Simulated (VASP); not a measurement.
# Ti2C (Fd-3m) in VASP: single point with LDA

Aim: the single point of Ti2C with LDA.

All numbers are computed with VASP 6.6.1; they aren't measurements. Logs are shortened: lines on timing, memory, paths and dates and some standing lists are left out, and cuts for length are marked.

**1. The cell of the first run**

It takes space group Fd-3m (No. 227, cubic). Conventional cell: a = 8.478 Å, b = 8.478 Å, c = 8.478 Å, α = 90.00°, β = 90.00°, γ = 90.00°. Ti (site symmetry 3m) has 3 C at 2.07 Å within 2.7 Å. Within 2.7 Å of C (site symmetry -3m) lie 6 Ti at 2.07 Å.

**2. Single point, LDA**

Input file INCAR:

```
SYSTEM = Ti2C
PREC     = Accurate       ! precision mode
ENCUT    = 520            ! plane-wave cutoff, eV
EDIFF    = 1E-7           ! SCF threshold, eV
ISMEAR   = 0              ! smearing method
SIGMA    = 0.1            ! smearing width, eV
LREAL    = .FALSE.        ! projectors in reciprocal space
LASPH    = .TRUE.         ! aspherical terms in the spheres
NELM     = 60             ! most SCF steps
ALGO     = Normal         ! electronic algorithm
ISIF     = 2              ! what is computed and relaxed
LWAVE    = .FALSE.        ! write WAVECAR
LCHARG   = .TRUE.         ! write CHGCAR
LELF     = .TRUE.         ! ELF
LVHAR    = .TRUE.       
NBANDS   = 68             ! bands
```

Input file KPOINTS:

```
regular mesh
0
G
  4 4 4
  0 0 0
```

Input file POSCAR:

```
Ti2C
1.0
    0.0000000000      4.2391911367      4.2391911367
    4.2391911367      0.0000000000      4.2391911367
    4.2391911367      4.2391911367      0.0000000000
Ti C
8 4
Direct
    0.8579651342      0.3806782886      0.3806782886
    0.3806782886      0.3806782886      0.3806782886
    0.3806782886      0.3806782886      0.8579651342
    0.8693217114      0.3920348658      0.8693217114
    0.8693217114      0.8693217114      0.8693217114
    0.3920348658      0.8693217114      0.8693217114
    0.8693217114      0.8693217114      0.3920348658
    0.3806782886      0.8579651342      0.3806782886
    0.6250000000      0.6250000000      0.6250000000
    0.1250000000      0.6250000000      0.6250000000
    0.6250000000      0.6250000000      0.1250000000
    0.6250000000      0.1250000000      0.6250000000
```

Potentials or basis: VASP PAW LDA potentials, release 64 (Ti_sv, C).

Run with:

```sh
$ cat potpaw_LDA.64/Ti_sv/POTCAR potpaw_LDA.64/C/POTCAR > POTCAR
$ mpirun -np 1 vasp_std > vasp.out
```

OUTCAR:

```text
SYSTEM = Ti2C
   PREC = Accurate
   ENCUT = 520
   EDIFF = 1E-7
   ISMEAR = 0
   LREAL = .FALSE.
   LASPH = .TRUE.
   NELM = 60
   ISIF = 2

 ion  position               nearest neighbor table
   1  0.858  0.381  0.381-   9 2.07  11 2.07  12 2.07   2 2.86   3 2.86   8 2.86
   2  0.381  0.381  0.381-  10 2.07  11 2.07  12 2.07   1 2.86   3 2.86   8 2.86
   3  0.381  0.381  0.858-   9 2.07  10 2.07  12 2.07   1 2.86   2 2.86   8 2.86
   4  0.869  0.392  0.869-   9 2.07  10 2.07  11 2.07   5 2.86   6 2.86   7 2.86
   5  0.869  0.869  0.869-  10 2.07  11 2.07  12 2.07   4 2.86   6 2.86   7 2.86
   6  0.392  0.869  0.869-   9 2.07  11 2.07  12 2.07   4 2.86   5 2.86   7 2.86
   7  0.869  0.869  0.392-   9 2.07  10 2.07  12 2.07   4 2.86   5 2.86   6 2.86
   8  0.381  0.858  0.381-   9 2.07  10 2.07  11 2.07   1 2.86   2 2.86   3 2.86
   9  0.625  0.625  0.625-   1 2.07   3 2.07   4 2.07   6 2.07   7 2.07   8 2.07
  10  0.125  0.625  0.625-   2 2.07   5 2.07   4 2.07   3 2.07   7 2.07   8 2.07
  11  0.625  0.625  0.125-   2 2.07   5 2.07   4 2.07   1 2.07   6 2.07   8 2.07
  12  0.625  0.125  0.625-   2 2.07   5 2.07   3 2.07   1 2.07   6 2.07   7 2.07

  LATTYP: Found a face centered cubic cell.
 ALAT       =     8.4783822734

  Lattice vectors:

 A1 = (   0.0000000000,   4.2391911367,   4.2391911367)
 A2 = (   4.2391911367,   0.0000000000,   4.2391911367)
 A3 = (   4.2391911367,   4.2391911367,   0.0000000000)

Analysis of symmetry for initial positions (statically):
=====================================================================
 Subroutine PRICEL returns:
 Original cell was already a primitive cell.

 Routine SETGRP: Setting up the symmetry group for a
 face centered cubic supercell.

 Subroutine GETGRP returns: Found 48 space group operations
 (whereof 24 operations were pure point group operations)
 out of a pool of 48 trial point group operations.

The static configuration has the point symmetry T_d .
 The point group associated with its full space group is O_h .

Analysis of symmetry for dynamics (positions and initial velocities):
=====================================================================
 Subroutine PRICEL returns:
 Original cell was already a primitive cell.

 Routine SETGRP: Setting up the symmetry group for a
 face centered cubic supercell.

 Subroutine GETGRP returns: Found 48 space group operations
 (whereof 24 operations were pure point group operations)
 out of a pool of 48 trial point group operations.

The dynamic configuration has the point symmetry T_d .
 The point group associated with its full space group is O_h .

 Subroutine INISYM returns: Found 48 space group operations
 (whereof 24 operations are pure point group operations),
 and found     1 'primitive' translations

----------------------------------------------------------------------------------------

                                     Primitive cell

  volume of cell :     152.3628

  direct lattice vectors                    reciprocal lattice vectors
     0.000000000  4.239191137  4.239191137    -0.117947029  0.117947029  0.117947029
     4.239191137  0.000000000  4.239191137     0.117947029 -0.117947029  0.117947029
     4.239191137  4.239191137  0.000000000     0.117947029  0.117947029 -0.117947029

  length of vectors
     5.995121599  5.995121599  5.995121599     0.204290247  0.204290247  0.204290247

  position of ions in fractional coordinates (direct lattice)
     0.857965134  0.380678289  0.380678289
     0.380678289  0.380678289  0.380678289
     0.380678289  0.380678289  0.857965134
     0.869321711  0.392034866  0.869321711
     0.869321711  0.869321711  0.869321711
     0.392034866  0.869321711  0.869321711
     0.869321711  0.869321711  0.392034866
     0.380678289  0.857965134  0.380678289
     0.625000000  0.625000000  0.625000000
     0.125000000  0.625000000  0.625000000
     0.625000000  0.625000000  0.125000000
     0.625000000  0.125000000  0.625000000

  ion indices of the primitive-cell ions
   primitive index   ion index
                 1           1
                 2           2
                 3           3
                 4           4
                 5           5
                 6           6
                 7           7
                 8           8
                 9           9
                10          10
                11          11
                12          12

----------------------------------------------------------------------------------------

 KPOINTS: regular mesh

Automatic generation of k-mesh.
 Grid dimensions read from file:
 generate k-points for:    4    4    4

 Generating k-lattice:

  Cartesian coordinates                     Fractional coordinates (reciprocal lattice)
    -0.029486757  0.029486757  0.029486757     0.250000000  0.000000000  0.000000000
     0.029486757 -0.029486757  0.029486757     0.000000000  0.250000000  0.000000000
     0.029486757  0.029486757 -0.029486757     0.000000000  0.000000000  0.250000000

  Length of vectors
     0.051072562  0.051072562  0.051072562

  Shift w.r.t. Gamma in fractional coordinates (k-lattice)
     0.000000000  0.000000000  0.000000000

 Subroutine IBZKPT returns following result:
 ===========================================

 Found      8 irreducible k-points:

 Following reciprocal coordinates:
            Coordinates               Weight
  0.000000  0.000000  0.000000      1.000000
  0.250000  0.000000  0.000000      8.000000
  0.500000  0.000000  0.000000      4.000000
  0.250000  0.250000  0.000000      6.000000
  0.500000  0.250000  0.000000     24.000000
 -0.250000  0.250000  0.000000     12.000000
  0.500000  0.500000  0.000000      3.000000
 -0.250000  0.500000  0.250000      6.000000
   k-points           NKPTS =      8   k-points in BZ     NKDIM =      8   number of bands    NBANDS=     68
   number of dos      NEDOS =    301   number of ions     NIONS =     12
   total plane-waves  NPLWV = 110592
   dimension x,y,z NGX =    48 NGY =   48 NGZ =   48
   dimension x,y,z NGXF=    96 NGYF=   96 NGZF=   96
   ions per type =               8   4
   NGX,Y,Z   is equivalent  to a cutoff of  13.31, 13.31, 13.31 a.u.
   NGXF,Y,Z  is equivalent  to a cutoff of  26.62, 26.62, 26.62 a.u.
 SYSTEM =  Ti2C
   PREC   = accura    normal or accurate (medium, high low for compatibility)
   ISTART =      0    job   : 0-new  1-cont  2-samecut
   ICHARG =      2    charge: 1-file 2-atom 10-const
   ISPIN  =      1    spin polarized calculation?
   LNONCOLLINEAR =      F non collinear calculations
   LSORBIT =      F    spin-orbit coupling
   LASPH  =      T    aspherical Exc in radial PAW
   ENCUT  =  520.0 eV  38.22 Ry    6.18 a.u.  11.15 11.15 11.15*2*pi/ulx,y,z
   NELM   =     60;   NELMIN=  2; NELMDL= -5     # of ELM steps
   EDIFF  = 0.1E-06   stopping-criterion for ELM
   LREAL  =      F    real-space projection
   EDIFFG = 0.1E-05   stopping-criterion for IOM
   NSW    =      0    number of steps for IOM
   IBRION =     -1    ionic relax: 0-MD 1-quasi-New 2-CG
   NFREE  =      0    steps in history (QN), initial steepest desc. (CG)
   ISIF   =      2    stress and relaxation
   ISYM   =      2    0-nonsym 1-usesym 2-fastsym
   POTIM  = 0.5000    time-step for ionic-motion
   TEBEG  =    0.0;   TEEND  =   0.0 temperature during run
   PSTRESS=    0.0 pullay stress
   NELECT =     112.0000    total number of electrons
   NUPDOWN=      -1.0000    fix difference up-down
   EMIN   =  10.00;   EMAX   =-10.00  energy-range for DOS
   EFERMI =   0.00;   METHOD = LEGACY
   ISMEAR =     0;   SIGMA  =   0.10  broadening in eV -4-tet -1-fermi 0-gaus
   EFERMI_NEDOS =   21; number of points for ismear=-14 and -15
   IALGO  =     38    algorithm
   IMIX   =      4    mixing-type and parameters
     AMIX     =   0.40;   BMIX     =  1.00
     AMIX_MAG =   1.60;   BMIX_MAG =  1.00
  volume/ion in A,a.u.               =      12.70        85.68
  Fermi-wavevector in a.u.,A,eV,Ry     =   1.477479  2.792030 29.700739  2.182943
  Thomas-Fermi vector in A             =   2.591878
   LORBIT       =      0    0 simple, 1 ext, 2 COOP (PROOUT), +10 PAW based schemes
   GGA     = CA    functional components
   LHFCALC =     F    Hartree Fock is set to
   AEXX    =    0.0000 exact exchange contribution
   IVDW    =     0    specifies the selected vdW correction
   LEPSILON=     F    determine dielectric tensor
   LRPA    =     F    only Hartree local field effects (RPA)
 non-spin polarized calculation
 Gauss-broadening in eV      SIGMA  =   0.10
  energy-cutoff  :      520.00
  volume of cell :      152.36
 maximum number of plane-waves:      4128
 NGX is ok and might be reduce to    48
   NGX = 23   NGY = 23   NGZ = 23

 number of electron     111.9999984 magnetization

 Free energy of the ion-electron system (eV)
  ---------------------------------------------------
  ext. energy  EPLUGINS =         0.00000000
  ---------------------------------------------------
  free energy    TOTEN  =      -117.44936838 eV

  energy without entropy =     -117.41899572  energy(sigma->0) =     -117.43418205

 E-fermi :   8.5558     XC(G=0): -12.2704

 val. band max:        8.5352118429   @ k =   0.2500   0.0000   0.0000
 cond. band min:       8.6144425464   @ k =   0.5000   0.2500   0.0000
 fundamental gap:      0.0792307035
 Fermi energy:         8.5557876195

 k-point     1 :       0.0000    0.0000    0.0000
  band No.  band energies     occupation
      1     -47.4258      2.00000
      2     -47.3285      2.00000
      3     -47.3171      2.00000
      4     -47.3171      2.00000
      5     -47.3171      2.00000
      6     -47.2851      2.00000
[... 60 lines left out ...]
     67      11.5671      0.00000
     68      11.5981      0.00000
[... 495 lines left out ...]
     67      10.6058      0.00000
     68      10.6058      0.00000

------------------------ aborting loop because EDIFF is reached ----------------------------------------

  FORCE on cell =-STRESS in cart. coord.  units (eV):
  Direction    XX          YY          ZZ          XY          YZ          ZX
  --------------------------------------------------------------------------------------
  -------------------------------------------------------------------------------------
  Total        0.3386769      0.3386769      0.3386769     -0.0000000      0.0000000     -0.0000000
  in kB        3.5613710      3.5613710      3.5613710     -0.0000000      0.0000000     -0.0000000
  external PRESSURE =       3.5613710 kB  Pullay stress =       0.0000000 kB

 VOLUME and BASIS-vectors are now :
 -----------------------------------------------------------------------------
  energy-cutoff  :      520.00
  volume of cell :      152.36
      direct lattice vectors                 reciprocal lattice vectors
     0.000000000  4.239191137  4.239191137    -0.117947029  0.117947029  0.117947029
     4.239191137  0.000000000  4.239191137     0.117947029 -0.117947029  0.117947029
     4.239191137  4.239191137  0.000000000     0.117947029  0.117947029 -0.117947029

 POSITION                                       TOTAL-FORCE (eV/Angst)
 -----------------------------------------------------------------------------------
      3.22754      5.25085      5.25085        -0.024668      0.024668      0.024668
      3.22754      3.22754      3.22754        -0.024668     -0.024668     -0.024668
      5.25085      5.25085      3.22754         0.024668      0.024668     -0.024668
      5.34713      7.37044      5.34713        -0.024668      0.024668     -0.024668
      7.37044      7.37044      7.37044         0.024668      0.024668      0.024668
      7.37044      5.34713      5.34713         0.024668     -0.024668     -0.024668
      5.34713      5.34713      7.37044        -0.024668     -0.024668      0.024668
      5.25085      3.22754      5.25085         0.024668     -0.024668      0.024668
      5.29899      5.29899      5.29899        -0.000000     -0.000000     -0.000000
      5.29899      3.17939      3.17939        -0.000000     -0.000000     -0.000000
      3.17939      3.17939      5.29899        -0.000000     -0.000000     -0.000000
      3.17939      5.29899      3.17939        -0.000000     -0.000000     -0.000000
 -----------------------------------------------------------------------------------
    total drift:                               -0.000000     -0.000000     -0.000000

  FREE ENERGIE OF THE ION-ELECTRON SYSTEM (eV)
  ---------------------------------------------------
  free  energy   TOTEN  =      -117.4493683782 eV

  energy  without entropy=     -117.4189957162  energy(sigma->0) =     -117.43418205
```

Run time: 99 s. Hardware: 1 thread of Intel Xeon Platinum 8488C (Sapphire Rapids), shared host; peak memory 0.28 GiB.

Results:

```
Free energy            : -117.4494 eV
Pressure               : 0.4 GPa
Largest force          : 0.043 eV/Å
Band gap on the k mesh : zero (band 56 reaches 8.86 eV, above the bottom of band 57 at 8.61 eV)
```

Forces in eV/Å, atoms in the order of the input:
```
Ti  -0.025  0.025  0.025
Ti  -0.025 -0.025 -0.025
Ti   0.025  0.025 -0.025
Ti  -0.025  0.025 -0.025
Ti   0.025  0.025  0.025
Ti   0.025 -0.025 -0.025
Ti  -0.025 -0.025  0.025
Ti   0.025 -0.025  0.025
C    0.000  0.000  0.000
C    0.000  0.000  0.000
C    0.000  0.000  0.000
C    0.000  0.000  0.000
```

Levels at points of the mesh, in eV from the Fermi level:
```
           k point  band 53  band 54  band 55  band 56  band 57  band 58  band 59  band 60
(0.00, 0.00, 0.00)    -0.71    -0.71    -0.71     0.31     0.64     0.64     0.64     1.17
(0.50, 0.00, 0.00)    -0.85    -0.84    -0.84    -0.37     0.24     0.71     0.71     0.72
(0.50, 0.50, 0.00)    -0.76    -0.76    -0.58    -0.58     0.27     0.27     0.37     0.37
```
